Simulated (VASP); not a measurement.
BeTe:

```xyz
2
Lattice="0.0000 2.7700 2.7700 2.7700 0.0000 2.7700 2.7700 2.7700 0.0000" Properties=species:S:1:pos:R:3 pbc="T T T"
Be    0.0000    0.0000    0.0000
Te    4.1550    4.1550    4.1550
```

| Quantity | Value |
| --- | --- |
| Program | VASP 6.6.1 |
| Task | relaxation of cell and atoms |
| Functional | PBEsol |
| Potentials or basis | VASP PAW PBE potentials, release 64 (Be, Te) |
| Cutoff | 600 eV |
| k mesh | 10 × 10 × 10 |
| Occupations | fermi-dirac, width 0.1 eV |
| Spin | no spin polarisation |

At the start: pressure 2.5 GPa; volume 21.25 Å³/atom.

Question: How do energy, volume and symmetry change on relaxing?

Answer: Over 3 steps the energy falls by 6.4 meV/atom and the volume is 22.09 Å³/atom (+4.0 %); space group F-43m (No. 216, to 0.05 Å).

The path:
```tsv
step	energy change (eV)	largest force (eV/Å)	pressure (GPa)	volume (Å³)
1	0.0000	0.0000	2.53	42.51
2	-0.0121	0.0000	-0.55	44.61
3	-0.0129	0.0000	0.00	44.19
```

Final structure:
```xyz
2
Lattice="0.0000 2.8061 2.8061 2.8061 0.0000 2.8061 2.8061 2.8061 0.0000" Properties=species:S:1:pos:R:3 pbc="T T T"
Be    0.0000    0.0000    0.0000
Te    4.2091    4.2091    4.2091
```

Caveat: the PAW data sets were made with another functional, which shifts forces and pressure a little.
